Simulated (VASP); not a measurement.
# Sb2AsSe2 (C2/m) in VASP: single point with PBE

Aim: the single point of Sb2AsSe2 with PBE.

Program: VASP 6.6.1. These are calculated values, not measurements. Logs are shortened: lines on timing, memory, paths and dates and some standing lists are left out, and cuts for length are marked.

### Step 1. The cell of the first run

Symmetry: C2/m, No. 12, monoclinic system. The conventional cell has a = 11.160 Å, b = 4.110 Å, c = 12.966 Å, α = 90.00°, β = 115.25°, γ = 90.00°. Within 3.9 Å of Sb (site symmetry m) lie 5 Se at 2.62 to 3.76 Å and 3 As at 2.79 to 3.62 Å and 1 Sb at 3.84 Å. Within 3.3 Å of Sb (site symmetry m) lie 5 Se at 2.50 to 3.06 Å. Within 3.4 Å of As (site symmetry m) lie 1 As at 2.56 Å and 2 Sb at 2.79 Å. Se (site symmetry m) has 5 Sb at 2.62 to 3.76 Å and 5 As at 3.62 to 4.18 Å and 6 Se at 3.65 to 4.16 Å within 4.2 Å. Se (site symmetry m) has 5 Sb at 2.50 to 3.43 Å within 3.5 Å.

### Step 2. Single point, PBE

INCAR

```
PREC     = Accurate       # precision mode
ENCUT    = 520            # plane-wave cutoff, eV
EDIFF    = 1E-6           # SCF threshold, eV
ISMEAR   = -1             # smearing method
SIGMA    = 0.0298         # smearing width, eV
LREAL    = F              # projectors in reciprocal space
LASPH    = T              # aspherical terms in the spheres
NELM     = 100            # most SCF steps
ALGO     = Normal         # electronic algorithm
ISIF     = 2              # what is computed and relaxed
LWAVE    = F              # write WAVECAR
LCHARG   = F              # write CHGCAR
GGA      = PE             # functional
NBANDS   = 38             # bands
```

KPOINTS

```
regular mesh
0
Gamma
  5 5 5
```

POSCAR

```
Sb2AsSe2
1.0
    0.0000000000      4.1099870000      0.0000000000
    5.5799900000     -2.0549940000      0.0000000000
   -0.0489590000      2.0549940000    -11.7274680000
Sb As Se
4 2 4
Direct
    0.9548000000      0.7341000000      0.8245000000
    0.0452000000      0.2659000000      0.1755000000
    0.8119000000      0.2259000000      0.6021000000
    0.1881000000      0.7741000000      0.3979000000
    0.3942000000      0.7728000000      0.9844000000
    0.6058000000      0.2272000000      0.0156000000
    0.2114000000      0.1852000000      0.7624000000
    0.7886000000      0.8148000000      0.2376000000
    0.5937000000      0.7790000000      0.5916000000
    0.4063000000      0.2210000000      0.4084000000
```

Potentials or basis: VASP PAW PBE potentials, release 64 (Sb, As, Se).

On the command line:

```console
> cat potpaw_PBE.64/Sb/POTCAR potpaw_PBE.64/As/POTCAR potpaw_PBE.64/Se/POTCAR > POTCAR
> mpirun -np 1 vasp_std > vasp.out
```

OUTCAR:

```text
PREC = Accurate
   ENCUT = 520
   EDIFF = 1E-6
   ISMEAR = -1
   LREAL = F
   LASPH = T
   NELM = 100
   ISIF = 2
   GGA = PE

 ion  position               nearest neighbor table
   1  0.955  0.734  0.825-   7 2.62   5 2.79   5 2.79
   2  0.045  0.266  0.175-   8 2.62   6 2.79   6 2.79
   3  0.812  0.226  0.602-   9 2.50   7 2.80   7 2.80  10 3.06  10 3.06
   4  0.188  0.774  0.398-  10 2.50   8 2.80   8 2.80   9 3.06   9 3.06
   5  0.394  0.773  0.984-   6 2.56   1 2.79   1 2.79
   6  0.606  0.227  0.016-   5 2.56   2 2.79   2 2.79
   7  0.211  0.185  0.762-   1 2.62   3 2.80   3 2.80
   8  0.789  0.815  0.238-   2 2.62   4 2.80   4 2.80
   9  0.594  0.779  0.592-   3 2.50   4 3.06   4 3.06
  10  0.406  0.221  0.408-   4 2.50   3 3.06   3 3.06

  LATTYP: Found a base centered monoclinic cell.
 ALAT       =    11.1599800000
 B/A-ratio  =     0.3682790650
 C/A-ratio  =     1.1618599406
 COS(beta)  =    -0.4265686144

  Lattice vectors:

 A1 = (  -5.5799900000,  -2.0549930000,   0.0000000000)
 A2 = (  -5.5799900000,   2.0549940000,   0.0000000000)
 A3 = (   5.5310310000,   0.0000000000, -11.7274680000)

Analysis of symmetry for initial positions (statically):
=====================================================================
 Subroutine PRICEL returns:
 Original cell was already a primitive cell.

 Routine SETGRP: Setting up the symmetry group for a
 base centered monoclinic supercell.

 Subroutine GETGRP returns: Found  4 space group operations
 (whereof  4 operations were pure point group operations)
 out of a pool of  4 trial point group operations.

The static configuration has the point symmetry C_2h.

Analysis of symmetry for dynamics (positions and initial velocities):
=====================================================================
 Subroutine PRICEL returns:
 Original cell was already a primitive cell.

 Routine SETGRP: Setting up the symmetry group for a
 base centered monoclinic supercell.

 Subroutine GETGRP returns: Found  4 space group operations
 (whereof  4 operations were pure point group operations)
 out of a pool of  4 trial point group operations.

The dynamic configuration has the point symmetry C_2h.

 Subroutine INISYM returns: Found  4 space group operations
 (whereof  4 operations are pure point group operations),
 and found     1 'primitive' translations

----------------------------------------------------------------------------------------

                                     Primitive cell

  volume of cell :     268.9541

  direct lattice vectors                    reciprocal lattice vectors
     0.000000000  4.109987000  0.000000000     0.089605917  0.243309772  0.042260879
     5.579990000 -2.054994000  0.000000000     0.179211791  0.000000000 -0.000748161
    -0.048959000  2.054994000-11.727468000     0.000000000  0.000000000 -0.085269898

  length of vectors
     4.109987000  5.946367693 11.906254785     0.262706771  0.179213352  0.085269898

  position of ions in fractional coordinates (direct lattice)
     0.954800000  0.734100000  0.824500000
     0.045200000  0.265900000  0.175500000
     0.811900000  0.225900000  0.602100000
     0.188100000  0.774100000  0.397900000
     0.394200000  0.772800000  0.984400000
     0.605800000  0.227200000  0.015600000
     0.211400000  0.185200000  0.762400000
     0.788600000  0.814800000  0.237600000
     0.593700000  0.779000000  0.591600000
     0.406300000  0.221000000  0.408400000

  ion indices of the primitive-cell ions
   primitive index   ion index
                 1           1
                 2           2
                 3           3
                 4           4
                 5           5
                 6           6
                 7           7
                 8           8
                 9           9
                10          10

----------------------------------------------------------------------------------------

 KPOINTS: regular mesh

Automatic generation of k-mesh.
 Grid dimensions read from file:
 generate k-points for:    5    5    5

 Generating k-lattice:

  Cartesian coordinates                     Fractional coordinates (reciprocal lattice)
     0.017921183  0.048661954  0.008452176     0.200000000  0.000000000  0.000000000
     0.035842358  0.000000000 -0.000149632     0.000000000  0.200000000  0.000000000
     0.000000000  0.000000000 -0.017053980     0.000000000  0.000000000  0.200000000

  Length of vectors
     0.052541354  0.035842670  0.017053980

  Shift w.r.t. Gamma in fractional coordinates (k-lattice)
     0.000000000  0.000000000  0.000000000

 Subroutine IBZKPT returns following result:
 ===========================================

 Found     39 irreducible k-points:

 Following reciprocal coordinates:
            Coordinates               Weight
  0.000000  0.000000  0.000000      1.000000
  0.200000 -0.000000 -0.000000      4.000000
  0.400000  0.000000 -0.000000      4.000000
  0.000000  0.200000  0.000000      2.000000
  0.200000  0.200000 -0.000000      4.000000
  0.400000  0.200000 -0.000000      4.000000
[... 16 lines left out ...]
 -0.400000  0.400000  0.200000      4.000000
 -0.200000  0.400000  0.200000      4.000000
 [... further k-points ...]
   k-points           NKPTS =     39   k-points in BZ     NKDIM =     39   number of bands    NBANDS=     38
   number of dos      NEDOS =    301   number of ions     NIONS =     10
   total plane-waves  NPLWV = 138240
   dimension x,y,z NGX =    32 NGY =   48 NGZ =   90
   dimension x,y,z NGXF=    64 NGYF=   96 NGZF=  180
   ions per type =               4   2   4
   NGX,Y,Z   is equivalent  to a cutoff of  12.94, 13.42, 12.57 a.u.
   NGXF,Y,Z  is equivalent  to a cutoff of  25.89, 26.84, 25.13 a.u.
 SYSTEM =  unknown system
   PREC   = accura    normal or accurate (medium, high low for compatibility)
   ISTART =      0    job   : 0-new  1-cont  2-samecut
   ICHARG =      2    charge: 1-file 2-atom 10-const
   ISPIN  =      1    spin polarized calculation?
   LNONCOLLINEAR =      F non collinear calculations
   LSORBIT =      F    spin-orbit coupling
   LASPH  =      T    aspherical Exc in radial PAW
   ENCUT  =  520.0 eV  38.22 Ry    6.18 a.u.   7.64 11.06 22.14*2*pi/ulx,y,z
   NELM   =    100;   NELMIN=  2; NELMDL= -5     # of ELM steps
   EDIFF  = 0.1E-05   stopping-criterion for ELM
   LREAL  =      F    real-space projection
   EDIFFG = 0.1E-04   stopping-criterion for IOM
   NSW    =      0    number of steps for IOM
   IBRION =     -1    ionic relax: 0-MD 1-quasi-New 2-CG
   NFREE  =      0    steps in history (QN), initial steepest desc. (CG)
   ISIF   =      2    stress and relaxation
   ISYM   =      2    0-nonsym 1-usesym 2-fastsym
   POTIM  = 0.5000    time-step for ionic-motion
   TEBEG  =    0.0;   TEEND  =   0.0 temperature during run
   PSTRESS=    0.0 pullay stress
   NELECT =      54.0000    total number of electrons
   NUPDOWN=      -1.0000    fix difference up-down
   EMIN   =  10.00;   EMAX   =-10.00  energy-range for DOS
   EFERMI =   0.00;   METHOD = LEGACY
   ISMEAR =    -1;   SIGMA  =   0.03  broadening in eV -4-tet -1-fermi 0-gaus
   EFERMI_NEDOS =   21; number of points for ismear=-14 and -15
   IALGO  =     38    algorithm
   IMIX   =      4    mixing-type and parameters
     AMIX     =   0.40;   BMIX     =  1.00
     AMIX_MAG =   1.60;   BMIX_MAG =  1.00
  volume/ion in A,a.u.               =      26.90       181.50
  Fermi-wavevector in a.u.,A,eV,Ry     =   0.958620  1.811530 12.503118  0.918953
  Thomas-Fermi vector in A             =   2.087744
   LORBIT       =      0    0 simple, 1 ext, 2 COOP (PROOUT), +10 PAW based schemes
   GGA     = PE    functional components
   LHFCALC =     F    Hartree Fock is set to
   AEXX    =    0.0000 exact exchange contribution
   IVDW    =     0    specifies the selected vdW correction
   LEPSILON=     F    determine dielectric tensor
   LRPA    =     F    only Hartree local field effects (RPA)
 non-spin polarized calculation
  energy-cutoff  :      520.00
  volume of cell :      268.95
 maximum number of plane-waves:      7275
   NGX = 15   NGY = 23   NGZ = 45

 number of electron      53.9999999 magnetization

 Free energy of the ion-electron system (eV)
  ---------------------------------------------------
  ext. energy  EPLUGINS =         0.00000000
  ---------------------------------------------------
  free energy    TOTEN  =       -41.18977360 eV

  energy without entropy =      -41.18972061  energy(sigma->0) =      -41.18974711

 E-fermi :   5.2770     XC(G=0):  -9.4432

 val. band max:        5.1034980801   @ k =   0.0000   0.4000   0.4000
 cond. band min:       5.4684678272   @ k =   0.0000  -0.4000   0.4000
 fundamental gap:      0.3649697472
 Fermi energy:         5.2769930118

 k-point     1 :       0.0000    0.0000    0.0000
  band No.  band energies     occupation
      1      -9.4423      2.00000
      2      -8.8411      2.00000
      3      -8.0618      2.00000
      4      -7.3566      2.00000
      5      -6.8723      2.00000
      6      -5.3201      2.00000
[... 30 lines left out ...]
     37       8.8840      0.00000
     38       9.0530      0.00000

 k-point     2 :       0.2000   -0.0000   -0.0000
  band No.  band energies     occupation
      1      -9.1865      2.00000
      2      -8.6510      2.00000
      3      -7.9422      2.00000
      4      -7.4371      2.00000
      5      -6.7054      2.00000
      6      -5.0968      2.00000
[... 30 lines left out ...]
     37       8.8429      0.00000
     38       8.9552      0.00000
[... 859 lines left out ...]
     37       8.5037      0.00000
     38       8.9750      0.00000

 k-point    24 :      -0.2000    0.4000    0.2000
  band No.  band energies     occupation
      1      -9.0384      2.00000
      2      -8.5951      2.00000
      3      -7.8609      2.00000
      4      -7.5825      2.00000
      5      -6.6353      2.00000
      6      -5.5004      2.00000
[... 30 lines left out ...]
     37       8.2514      0.00000
     38       8.7195      0.00000

 [... further k-points ...]

------------------------ aborting loop because EDIFF is reached ----------------------------------------

  FORCE on cell =-STRESS in cart. coord.  units (eV):
  Direction    XX          YY          ZZ          XY          YZ          ZX
  --------------------------------------------------------------------------------------
  -------------------------------------------------------------------------------------
  Total        5.9724925      0.7934942      0.3367144     -0.0000005      0.0000001     -1.1304646
  in kB       35.5785359      4.7268978      2.0058300     -0.0000029      0.0000005     -6.7342531
  external PRESSURE =      14.1037546 kB  Pullay stress =       0.0000000 kB

 VOLUME and BASIS-vectors are now :
 -----------------------------------------------------------------------------
  energy-cutoff  :      520.00
  volume of cell :      268.95
      direct lattice vectors                 reciprocal lattice vectors
     0.000000000  4.109987000  0.000000000     0.089605917  0.243309772  0.042260879
     5.579990000 -2.054994000  0.000000000     0.179211791  0.000000000 -0.000748161
    -0.048959000  2.054994000-11.727468000     0.000000000  0.000000000 -0.085269898

 POSITION                                       TOTAL-FORCE (eV/Angst)
 -----------------------------------------------------------------------------------
      4.05590      4.10999     -9.66930        -0.273834      0.000000     -0.464179
      1.47513     -0.00000     -2.05817         0.273834     -0.000000      0.464179
      1.23104      4.10999     -7.06111         0.741021     -0.000000      0.360544
      4.29999     -0.00000     -4.66636        -0.741021      0.000000     -0.360544
      4.26402      2.05499    -11.54452         0.539031     -0.000000      0.247499
      1.26701      2.05499     -0.18295        -0.539031      0.000000     -0.247499
      0.99609      2.05499     -8.94102         0.525098     -0.000000     -0.524627
      4.53494      2.05499     -2.78645        -0.525098      0.000000      0.524627
      4.31785      2.05499     -6.93797        -1.059636      0.000000      0.499780
      1.21318      2.05499     -4.78950         1.059636     -0.000000     -0.499780
 -----------------------------------------------------------------------------------
    total drift:                                0.000000     -0.000000     -0.000000

  FREE ENERGIE OF THE ION-ELECTRON SYSTEM (eV)
  ---------------------------------------------------
  free  energy   TOTEN  =       -41.1897736011 eV

  energy  without entropy=      -41.1897206109  energy(sigma->0) =      -41.18974711
```

It took 7.7 min on 1 thread of Intel Xeon Platinum 8259CL at 2.50GHz (Skylake/Cascade Lake), shared host; peak memory 0.6 GiB.

What came out:

```yaml
Free_energy: -41.1898 eV
Pressure: 1.4 GPa
Largest_force: 1.172 eV/Å
Band_gap_on_the_k_mesh: 0.36 eV (least direct gap 0.41 eV)
```

Forces on the atoms (eV/Å):
```
Sb  -0.274  0.000 -0.464
Sb   0.274  0.000  0.464
Sb   0.741  0.000  0.361
Sb  -0.741  0.000 -0.361
As   0.539  0.000  0.247
As  -0.539  0.000 -0.247
Se   0.525  0.000 -0.525
Se  -0.525  0.000  0.525
Se  -1.060  0.000  0.500
Se   1.060  0.000 -0.500
```

Caveat: spin-orbit coupling is left out, which moves the levels of the heavy elements; an odd mesh through Γ misses points on the zone boundary, where band edges can lie; forces of over 1 eV/Å act on the atoms, so gaps and moduli don't describe the material at rest.
